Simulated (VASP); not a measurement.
A run of VASP 6.6.1 is set up as follows.

File INCAR:

```
  PREC = Accurate
  ENCUT = 520
  EDIFF = 1E-6
  ISMEAR = 0
  SIGMA = 0.1
  LREAL = F
  LASPH = T
  NELM = 80
  ALGO = Normal
  ISIF = 2
  LWAVE = F
  LCHARG = F
  GGA = PE
  IVDW = 12
  NBANDS = 20
```

KPOINTS

```
regular mesh
0
Gamma
  4 4 4
```

Contents of POSCAR:

```
C4F
1.0
    3.7312473520      0.0000000000      0.0000000000
    0.0000000000      3.7312473520      0.0000000000
    0.0000000000      0.0000000000      3.7312473520
C F
4 1
Direct
    0.0000000000      0.0000000000      0.0000000000
    0.5000000000      0.5000000000      0.0000000000
    0.5000000000      0.0000000000      0.5000000000
    0.0000000000      0.5000000000      0.5000000000
    0.5000000000      0.5000000000      0.5000000000
```

Potentials or basis: VASP PAW PBE potentials, release 64 (C, F).

The run is started by

```console
$ cat potpaw_PBE.64/C/POTCAR potpaw_PBE.64/F/POTCAR > POTCAR
$ mpirun -np 1 vasp_std > vasp.out
```

Problem. Predict the dispersion energy per atom.

Solution. -0.189 eV.

Problem. What does it give for the pressure?

Solution. -0.1 GPa.

Caveat: the k points lie up to 0.42 Å⁻¹ apart, too coarse for converged energies and pressures of a metal; an odd number of electrons without spin polarisation forces a metal; a magnetic or distorted state may lie lower.
